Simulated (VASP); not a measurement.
# InSe: single point with PBE

InSe:

```
In Se
1.0
     4.04733    0.00000    0.00000
    -2.02366    3.50509    0.00000
     0.00000    0.00000   17.32998
In Se
4 4
Direct
  0.33333 0.66667 0.07739
  0.33333 0.66667 0.92261
  0.00000 0.00000 0.42261
  0.00000 0.00000 0.57739
  0.33333 0.66667 0.35298
  0.33333 0.66667 0.64702
  0.66667 0.33333 0.14700
  0.66667 0.33333 0.85300
```

```json
{
  "Program": "VASP 6.6.1",
  "Task": "single point",
  "Functional": "PBE",
  "Potentials or basis": "VASP PAW PBE potentials, release 64 (In_d, Se)",
  "Cutoff": "520 eV",
  "k mesh": "6 × 6 × 2",
  "Occupations": "fermi-dirac, width 0.05 eV",
  "Spin": "no spin polarisation",
  "Dipole correction": "no",
  "Further INCAR settings": "ALGO = Normal; EDIFF = 1e-06; NBANDS = 48"
}
```

* Pressure: 3.5 GPa
* Largest force: 0.591 eV/Å
* Band gap on the k mesh: 0.55 eV, direct

Forces on the atoms (eV/Å):
```
In   0.000  0.000  0.265
In   0.000  0.000 -0.265
In   0.000  0.000 -0.266
In   0.000  0.000  0.266
Se   0.000  0.000 -0.591
Se   0.000  0.000  0.591
Se   0.000  0.000  0.591
Se   0.000  0.000 -0.591
```

Stress tensor (GPa, compression positive):
```
2.64 0.00 0.00
0.00 2.64 0.00
0.00 0.00 5.12
```

Levels at points of the mesh, in eV from the valence-band top:
| k point | band 36 | band 37 | band 38 | band 39 | band 40 | band 41 |
| --- | --- | --- | --- | --- | --- | --- |
| (0.00, 0.00, 0.00) | -1.20 | -1.12 | 0.00 | 0.55 | 1.35 | 2.05 |
| (0.50, 0.00, 0.00) | -2.05 | -1.66 | -1.50 | 1.50 | 1.70 | 1.77 |
| (0.00, 0.00, 0.50) | -1.23 | -0.66 | -0.64 | 1.05 | 1.08 | 2.06 |
| (0.50, 0.00, 0.50) | -2.17 | -1.57 | -1.51 | 1.48 | 1.55 | 1.87 |

Run time: 3.1 min on 1 thread of Intel(R) Xeon(R) Platinum 8259CL CPU @ 2.50GHz (Skylake/Cascade Lake), on a shared host, peak memory 0.41 GiB.

Caveat: spin-orbit coupling is left out, which moves the levels of the heavy elements; this functional lacks dispersion, which binds the layers, so the pressure and a relaxed spacing across them are unreliable.
